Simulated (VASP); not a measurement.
## CoO: single point with LDA

CoO:

```
Co O
1.0
     1.60222    0.92504    5.13294
    -1.60222    0.92504    5.13294
     0.00000   -1.85008    5.13294
Co O
2 2
Cartesian
  0.0000 0.0000 15.3909
  0.0000 0.0000 7.6916
  0.0000 0.0000 5.7822
  0.0000 0.0000 13.4821
```

```
Program             : VASP 6.6.1
Task                : single point
Functional          : LDA
Potentials or basis : VASP PAW LDA potentials, release 64 (Co, O)
Cutoff              : 520 eV
k mesh              : 8 × 8 × 8
Occupations         : methfessel-paxton, width 0.1 eV
Spin                : collinear spin, ferromagnetic start
Starting moments    : [1.8, 1.8, 0.0, 0.0] μB
```

The pressure is -17.9 GPa, the largest force is 0.201 eV/Å and the net moment is 4.79 μB per cell. The site moments are Co +2.07; O +0.25 μB and the valence electrons inside the program's atomic spheres are Co 8.04; O 4.94.

Forces on the atoms (eV/Å):
```
Co   0.000  0.000  0.199
Co   0.000  0.000  0.196
O    0.000  0.000 -0.195
O    0.000  0.000 -0.201
```

Stress tensor (GPa, compression positive):
```
-19.30   0.00   0.00
  0.00 -19.30   0.00
  0.00   0.00 -15.08
```

Levels at points of the mesh, in eV from the Fermi level:
Spin up:
| k point | band 14 | band 15 | band 16 | band 17 | band 18 | band 19 | band 20 | band 21 | band 22 | band 23 |
| --- | --- | --- | --- | --- | --- | --- | --- | --- | --- | --- |
| (0.00, 0.00, 0.00) | -0.40 | -0.40 | 0.25 | 0.53 | 0.53 | 0.67 | 5.69 | 7.28 | 13.44 | 13.44 |
| (0.50, 0.00, 0.00) | -1.91 | -0.76 | -0.76 | -0.68 | -0.68 | 5.84 | 5.84 | 8.91 | 8.91 | 11.06 |
| (0.50, 0.50, 0.00) | -1.47 | -1.40 | -1.33 | -0.27 | -0.23 | 5.34 | 5.73 | 6.96 | 9.89 | 11.04 |
| (0.50, 0.50, 0.50) | -0.85 | 0.17 | 0.17 | 0.17 | 0.17 | 2.75 | 2.75 | 10.49 | 10.49 | 14.05 |
Spin down:
| k point | band 11 | band 12 | band 13 | band 14 | band 15 | band 16 |
| --- | --- | --- | --- | --- | --- | --- |
| (0.00, 0.00, 0.00) | -0.25 | -0.24 | -0.24 | 0.63 | 1.28 | 1.28 |
| (0.50, 0.00, 0.00) | -0.20 | -0.20 | -0.08 | -0.08 | 1.03 | 1.03 |
| (0.50, 0.50, 0.00) | -0.25 | -0.11 | -0.05 | 0.07 | 0.51 | 0.60 |
| (0.50, 0.50, 0.50) | -0.49 | -0.49 | 0.90 | 0.91 | 1.89 | 1.89 |

Wall time 3.4 min on 1 thread of Intel(R) Xeon(R) 6975P-C (Granite Rapids), on a shared host, peak memory 0.29 GiB.

Caveat: semilocal functionals often make such compounds metallic where correlation or magnetic order opens a gap, which also shifts bond lengths. With open d or f shells a metallic result of LDA can be an artefact of self-interaction; +U or a hybrid may open a gap.
